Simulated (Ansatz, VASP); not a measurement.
## Two plane-wave programs on FePt

```
CELL_PARAMETERS angstrom
2.73968 0.00000 0.00000
0.00000 2.73968 0.00000
0.00000 0.00000 3.72450
ATOMIC_POSITIONS crystal
Fe 0.50000 0.50000 0.50000
Pt 0.00000 0.00000 0.00000
```

Change from the starting cell: volume scaled by 1.02, PAW files.

Alike in both runs: task electric field gradients; functional PBE; k mesh 12 × 12 × 9; occupations fermi-dirac, width 0.05 eV; collinear spin.

```csv
,VASP,Ansatz
version,VASP 6.6.1,Ansatz 0.2.0
potentials or method,"VASP PAW PBE potentials, release 64 (Fe, Pt)","PAW with Ansatz's default frozen-core files, scalar-relativistic"
plane-wave cutoff (eV),520,420
valence electrons in the cell,18,34
```

|  | VASP | Ansatz | Ansatz less VASP |
| --- | --- | --- | --- |
| pressure (GPa) | 0.4 | 0.8 | +0.43 |
| traceless stress, the component that is largest in VASP (GPa) | 1.12 | 1.09 | -0.025 |
| net moment per atom (μB) | 1.66 | 1.66 | +0.005 |
| size of the moment on the site where the two differ most (μB) | 0.34 | 0.40 | +0.058 |
| size of Vzz on the site where it differs most (V/Å²) | 66.6 | 37.1 | -29.53 |

Site moments also hang on the region over which each program counts them. VASP's potentials hold 18 valence electrons a cell and Ansatz's 34, so a difference there can come from the potentials and not from the codes.

Neither program's run includes spin-orbit coupling.
